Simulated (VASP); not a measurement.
# C (Pm-3m) in VASP: single point with PBEsol

Aim: the single point of C with PBEsol.

Program: VASP 6.6.1. These are calculated values, not measurements. Logs are shortened: lines on timing, memory, paths and dates and some standing lists are left out, and cuts for length are marked.

### 1 The cell of the first run

It takes space group Pm-3m (No. 221, cubic). Conventional cell: a = 4.551 Å, b = 4.551 Å, c = 4.551 Å, α = 90.00°, β = 90.00°, γ = 90.00°.

### 2 Single point, PBEsol

INCAR

```
PREC = Accurate
ENCUT = 600
EDIFF = 1E-6
ISMEAR = 1
SIGMA = 0.01
LREAL = F
LASPH = T
NELM = 120
ALGO = Normal
ISIF = 2
LWAVE = F
LCHARG = T
GGA = PS
LELF = T
LVHAR = T
NBANDS = 8
GGA_COMPAT = F
```

KPOINTS

```
regular mesh
0
Gamma
  5 5 5
```

POSCAR

```
C
1.0
    4.5506203700      0.0000000000      0.0000000000
    0.0000000000      4.5506203700      0.0000000000
    0.0000000000      0.0000000000      4.5506203700
C
1
Direct
    0.5000000000      0.5000000000      0.5000000000
```

Potentials or basis: VASP PAW PBE potentials, release 64 (C).

Run with:

```sh
> cat potpaw_PBE.64/C/POTCAR > POTCAR
> mpirun -np 1 vasp_std > vasp.out
```

OUTCAR:

```text
PREC = Accurate
   ENCUT = 600
   EDIFF = 1E-6
   ISMEAR = 1
   LREAL = F
   LASPH = T
   NELM = 120
   ISIF = 2
   GGA = PS

 ion  position               nearest neighbor table
   1  0.500  0.500  0.500-

  LATTYP: Found a simple cubic cell.
 ALAT       =     4.5506203700

  Lattice vectors:

 A1 = (   4.5506203700,   0.0000000000,   0.0000000000)
 A2 = (   0.0000000000,   4.5506203700,   0.0000000000)
 A3 = (   0.0000000000,   0.0000000000,   4.5506203700)

Analysis of symmetry for initial positions (statically):
=====================================================================
 Subroutine PRICEL returns:
 Original cell was already a primitive cell.

 Routine SETGRP: Setting up the symmetry group for a
 simple cubic supercell.

 Subroutine GETGRP returns: Found 48 space group operations
 (whereof 48 operations were pure point group operations)
 out of a pool of 48 trial point group operations.

The static configuration has the point symmetry O_h .

Analysis of symmetry for dynamics (positions and initial velocities):
=====================================================================
 Subroutine PRICEL returns:
 Original cell was already a primitive cell.

 Routine SETGRP: Setting up the symmetry group for a
 simple cubic supercell.

 Subroutine GETGRP returns: Found 48 space group operations
 (whereof 48 operations were pure point group operations)
 out of a pool of 48 trial point group operations.

The dynamic configuration has the point symmetry O_h .

 Subroutine INISYM returns: Found 48 space group operations
 (whereof 48 operations are pure point group operations),
 and found     1 'primitive' translations

----------------------------------------------------------------------------------------

                                     Primitive cell

  volume of cell :      94.2349

  direct lattice vectors                    reciprocal lattice vectors
     4.550620370  0.000000000  0.000000000     0.219750258  0.000000000  0.000000000
     0.000000000  4.550620370  0.000000000     0.000000000  0.219750258  0.000000000
     0.000000000  0.000000000  4.550620370     0.000000000  0.000000000  0.219750258

  length of vectors
     4.550620370  4.550620370  4.550620370     0.219750258  0.219750258  0.219750258

  position of ions in fractional coordinates (direct lattice)
     0.500000000  0.500000000  0.500000000

  ion indices of the primitive-cell ions
   primitive index   ion index
                 1           1

----------------------------------------------------------------------------------------

 KPOINTS: regular mesh

Automatic generation of k-mesh.
 Grid dimensions read from file:
 generate k-points for:    5    5    5

 Generating k-lattice:

  Cartesian coordinates                     Fractional coordinates (reciprocal lattice)
     0.043950052  0.000000000  0.000000000     0.200000000  0.000000000  0.000000000
     0.000000000  0.043950052  0.000000000     0.000000000  0.200000000  0.000000000
     0.000000000  0.000000000  0.043950052     0.000000000  0.000000000  0.200000000

  Length of vectors
     0.043950052  0.043950052  0.043950052

  Shift w.r.t. Gamma in fractional coordinates (k-lattice)
     0.000000000  0.000000000  0.000000000

 Subroutine IBZKPT returns following result:
 ===========================================

 Found     10 irreducible k-points:

 Following reciprocal coordinates:
            Coordinates               Weight
  0.000000  0.000000  0.000000      1.000000
  0.200000  0.000000  0.000000      6.000000
  0.400000  0.000000  0.000000      6.000000
  0.200000  0.200000  0.000000     12.000000
  0.400000  0.200000  0.000000     24.000000
  0.400000  0.400000  0.000000     12.000000
  0.200000  0.200000  0.200000      8.000000
  0.400000  0.200000  0.200000     24.000000
  0.400000  0.400000  0.200000     24.000000
  0.400000  0.400000  0.400000      8.000000
   k-points           NKPTS =     10   k-points in BZ     NKDIM =     10   number of bands    NBANDS=      8
   number of dos      NEDOS =    301   number of ions     NIONS =      1
   total plane-waves  NPLWV =  46656
   dimension x,y,z NGX =    36 NGY =   36 NGZ =   36
   dimension x,y,z NGXF=    72 NGYF=   72 NGZF=   72
   ions per type =               1
   NGX,Y,Z   is equivalent  to a cutoff of  13.15, 13.15, 13.15 a.u.
   NGXF,Y,Z  is equivalent  to a cutoff of  26.30, 26.30, 26.30 a.u.
 SYSTEM =  unknown system
   PREC   = accura    normal or accurate (medium, high low for compatibility)
   ISTART =      0    job   : 0-new  1-cont  2-samecut
   ICHARG =      2    charge: 1-file 2-atom 10-const
   ISPIN  =      1    spin polarized calculation?
   LNONCOLLINEAR =      F non collinear calculations
   LSORBIT =      F    spin-orbit coupling
   LASPH  =      T    aspherical Exc in radial PAW
   ENCUT  =  600.0 eV  44.10 Ry    6.64 a.u.   9.09  9.09  9.09*2*pi/ulx,y,z
   NELM   =    120;   NELMIN=  2; NELMDL= -5     # of ELM steps
   EDIFF  = 0.1E-05   stopping-criterion for ELM
   LREAL  =      F    real-space projection
   EDIFFG = 0.1E-04   stopping-criterion for IOM
   NSW    =      0    number of steps for IOM
   IBRION =     -1    ionic relax: 0-MD 1-quasi-New 2-CG
   NFREE  =      0    steps in history (QN), initial steepest desc. (CG)
   ISIF   =      2    stress and relaxation
   ISYM   =      2    0-nonsym 1-usesym 2-fastsym
   POTIM  = 0.5000    time-step for ionic-motion
   TEBEG  =    0.0;   TEEND  =   0.0 temperature during run
   PSTRESS=    0.0 pullay stress
   NELECT =       4.0000    total number of electrons
   NUPDOWN=      -1.0000    fix difference up-down
   EMIN   =  10.00;   EMAX   =-10.00  energy-range for DOS
   EFERMI =   0.00;   METHOD = LEGACY
   ISMEAR =     1;   SIGMA  =   0.01  broadening in eV -4-tet -1-fermi 0-gaus
   EFERMI_NEDOS =   21; number of points for ismear=-14 and -15
   IALGO  =     38    algorithm
   IMIX   =      4    mixing-type and parameters
     AMIX     =   0.40;   BMIX     =  1.00
     AMIX_MAG =   1.60;   BMIX_MAG =  1.00
  volume/ion in A,a.u.               =      94.23       635.93
  Fermi-wavevector in a.u.,A,eV,Ry     =   0.571072  1.079170  4.437176  0.326123
  Thomas-Fermi vector in A             =   1.611385
   LORBIT       =      0    0 simple, 1 ext, 2 COOP (PROOUT), +10 PAW based schemes
   GGA     = PS    functional components
   LHFCALC =     F    Hartree Fock is set to
   AEXX    =    0.0000 exact exchange contribution
   IVDW    =     0    specifies the selected vdW correction
   LEPSILON=     F    determine dielectric tensor
   LRPA    =     F    only Hartree local field effects (RPA)
 non-spin polarized calculation
 Methfessel and Paxton  Order N= 1 SIGMA  =   0.01
  energy-cutoff  :      600.00
  volume of cell :       94.23
 maximum number of plane-waves:      3153
   NGX = 19   NGY = 19   NGZ = 19

 number of electron       4.0000000 magnetization

 Free energy of the ion-electron system (eV)
  ---------------------------------------------------
  ext. energy  EPLUGINS =         0.00000000
  ---------------------------------------------------
  free energy    TOTEN  =        -0.37431294 eV

  energy without entropy =       -0.37437896  energy(sigma->0) =       -0.37433495

 E-fermi :  -4.5986     XC(G=0):  -3.4792

 val. band max:       -4.6053416136   @ k =   0.4000   0.4000   0.2000
 cond. band min:      -4.5764873107   @ k =   0.4000   0.4000   0.4000
 fundamental gap:      0.0288543029
 Fermi energy:        -4.5986437884

 k-point     1 :       0.0000    0.0000    0.0000
  band No.  band energies     occupation
      1     -12.9786      2.00000
      2      -4.3055      0.00000
      3      -4.3055      0.00000
      4      -4.3055      0.00000
      5       0.0589      0.00000
      6       5.0358      0.00000
      7       5.0358      0.00000
      8       7.1938      0.00000

 k-point     2 :       0.2000    0.0000    0.0000
  band No.  band energies     occupation
      1     -12.9616      2.00000
      2      -4.4763     -0.00000
      3      -4.2913      0.00000
      4      -4.2913      0.00000
      5       0.4326      0.00000
      6       4.2188      0.00000
      7       5.2865      0.00000
      8       7.1794      0.00000

 k-point     3 :       0.4000    0.0000    0.0000
  band No.  band energies     occupation
      1     -12.9338      2.00000
      2      -4.7263      2.00000
      3      -4.2680      0.00000
      4      -4.2680      0.00000
      5       1.3892      0.00000
      6       2.7258      0.00000
      7       5.9157      0.00000
      8       7.1237      0.00000

 k-point     4 :       0.2000    0.2000    0.0000
  band No.  band energies     occupation
      1     -12.9451      2.00000
      2      -4.4731     -0.00000
      3      -4.4336     -0.00000
      4      -4.2776      0.00000
      5       0.7763      0.00000
      6       4.3640      0.00000
      7       4.5878      0.00000
      8       6.6129      0.00000

 k-point     5 :       0.4000    0.2000    0.0000
  band No.  band energies     occupation
      1     -12.9180      2.00000
      2      -4.6936      2.00000
      3      -4.4156     -0.00000
      4      -4.2553      0.00000
      5       1.6611      0.00000
      6       2.9771      0.00000
      7       5.1082      0.00000
      8       6.1476      0.00000

 k-point     6 :       0.4000    0.4000    0.0000
  band No.  band energies     occupation
      1     -12.8922      2.00000
      2      -4.6447      2.00000
      3      -4.6314      2.00004
      4      -4.2344      0.00000
      5       2.2743      0.00000
      6       3.5619      0.00000
      7       3.8540      0.00000
      8       5.0970      0.00000

 k-point     7 :       0.2000    0.2000    0.2000
  band No.  band energies     occupation
      1     -12.9291      2.00000
      2      -4.4667     -0.00000
      3      -4.4146     -0.00000
      4      -4.4146     -0.00000
      5       1.0918      0.00000
      6       4.5323      0.00000
      7       4.5323      0.00000
      8       5.5378      0.00000

 k-point     8 :       0.4000    0.2000    0.2000
  band No.  band energies     occupation
      1     -12.9027      2.00000
      2      -4.6631      2.00000
      3      -4.4100     -0.00000
      4      -4.3835      0.00000
      5       1.9063      0.00000
      6       3.2353      0.00000
      7       5.0080      0.00000
      8       5.9889      0.00000

 k-point     9 :       0.4000    0.4000    0.2000
  band No.  band energies     occupation
      1     -12.8775      2.00000
      2      -4.6177      2.02139
      3      -4.6053      1.89776
      4      -4.3658      0.00000
      5       2.5014      0.00000
      6       3.8325      0.00000
      7       3.9084      0.00000
      8       5.3504      0.00000

 k-point    10 :       0.4000    0.4000    0.4000
  band No.  band energies     occupation
      1     -12.8534      2.00000
      2      -4.5765     -0.00750
      3      -4.5622     -0.00000
      4      -4.5622     -0.00000
      5       3.1046      0.00000
      6       4.0298      0.00000
      7       4.0298      0.00000
      8       5.3093      0.00000

------------------------ aborting loop because EDIFF is reached ----------------------------------------

  FORCE on cell =-STRESS in cart. coord.  units (eV):
  Direction    XX          YY          ZZ          XY          YZ          ZX
  --------------------------------------------------------------------------------------
  -------------------------------------------------------------------------------------
  Total       -0.6962239     -0.6962239     -0.6962239     -0.0000000      0.0000000     -0.0000000
  in kB      -11.8371651    -11.8371651    -11.8371651     -0.0000000      0.0000000     -0.0000000
  external PRESSURE =     -11.8371651 kB  Pullay stress =       0.0000000 kB

 VOLUME and BASIS-vectors are now :
 -----------------------------------------------------------------------------
  energy-cutoff  :      600.00
  volume of cell :       94.23
      direct lattice vectors                 reciprocal lattice vectors
     4.550620370  0.000000000  0.000000000     0.219750258  0.000000000  0.000000000
     0.000000000  4.550620370  0.000000000     0.000000000  0.219750258  0.000000000
     0.000000000  0.000000000  4.550620370     0.000000000  0.000000000  0.219750258

 POSITION                                       TOTAL-FORCE (eV/Angst)
 -----------------------------------------------------------------------------------
      2.27531      2.27531      2.27531         0.000000      0.000000      0.000000
 -----------------------------------------------------------------------------------
    total drift:                                0.000000      0.000000      0.000000

  FREE ENERGIE OF THE ION-ELECTRON SYSTEM (eV)
  ---------------------------------------------------
  free  energy   TOTEN  =        -0.3743129377 eV

  energy  without entropy=       -0.3743789643  energy(sigma->0) =       -0.37433495
```

It took 3.6 s on 1 thread of Intel Xeon Platinum 8481C at 2.70GHz (Sapphire Rapids), shared host; peak memory 0.19 GiB.

Results:

```
Free energy            : -0.3743 eV
Pressure               : -1.2 GPa
Band gap on the k mesh : zero (band 2 reaches -4.31 eV, above the bottom of band 3 at -4.63 eV)
```

Caveat: the PAW data sets were made with another functional, which shifts forces and pressure a little.
